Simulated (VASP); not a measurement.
## Mg4H: single point with PBEsol

Mg4H, a slab with vacuum:

```xyz
5
Lattice="3.1837 0.0000 0.0000 -1.5919 2.7572 0.0000 0.0000 0.0000 26.7082" Properties=species:S:1:pos:R:3 pbc="T T T"
Mg    1.5919    0.9191    8.5000
Mg    0.0000    1.8381   11.0735
Mg    1.5919    0.9191   13.5953
Mg    0.0000    1.8381   16.1994
H    -0.7959    3.2167   20.2178
```

| Quantity | Value |
| --- | --- |
| Program | VASP 6.6.1 |
| Task | single point |
| Functional | PBEsol |
| Potentials or basis | VASP PAW PBE potentials, release 64 (Mg, H) |
| Cutoff | 520 eV |
| k mesh | 9 × 9 × 1 |
| Occupations | gaussian, width 0.1 eV |
| Spin | no spin polarisation |

| Item | Value |
| --- | --- |
| Largest force | 0.180 eV/Å |

Forces on the atoms (eV/Å):
```
Mg   0.000  0.000 -0.043
Mg   0.000  0.000  0.040
Mg  -0.001  0.000  0.000
Mg   0.000  0.000  0.180
H    0.001  0.000 -0.177
```

Levels at points of the mesh, in eV from the Fermi level:
```
           k point  band 2  band 3  band 4  band 5  band 6  band 7
(0.00, 0.00, 0.00)   -5.82   -4.50   -2.68   -1.67   -0.77    1.52
```

It took 120 s on 1 thread of Intel(R) Xeon(R) Platinum 8375C CPU @ 2.90GHz (Ice Lake), on a shared host, peak memory 0.35 GiB.

Caveat: the PAW data sets were made with another functional, which shifts forces and pressure a little.
